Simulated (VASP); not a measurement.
Input of a VASP 6.6.1 run:

File INCAR:

```
SYSTEM = Mg
PREC = Accurate ; ENCUT = 520
EDIFF = 1E-7 ; ISMEAR = 0
SIGMA = 0.1 ; LREAL = .False.
LASPH = .True. ; NELM = 100
ALGO = Normal ; ISIF = 2
LWAVE = .False. ; LCHARG = .False.
LDIPOL = .True. ; IDIPOL = 3
DIPOL = 0.5 0.5 0.294 ; GGA = PE
NBANDS = 7
```

KPOINTS

```
regular mesh
0
Gamma
  6 6 1
  0 0 0
```

POSCAR

```
Mg
1.0
    3.0775332139     -0.0000002809      0.0000000000
   -1.5387663637      2.6652220847      0.0000000000
    0.0000000000      0.0000000000     23.8000000000
Mg
1
Direct
    0.0000000000      0.0000000000      0.2941176471
```

Potentials or basis: VASP PAW PBE potentials, release 64 (Mg).

Run with:

```console
$ cat potpaw_PBE.64/Mg/POTCAR > POTCAR
$ mpirun -np 1 vasp_std > vasp.out
```

(1) What does it give for the band gap on the k mesh?

Answers

(1) zero (band 1 reaches -1.16 eV, above the bottom of band 2 at -3.07 eV).

Caveat: the k points lie up to 0.39 Å⁻¹ apart.
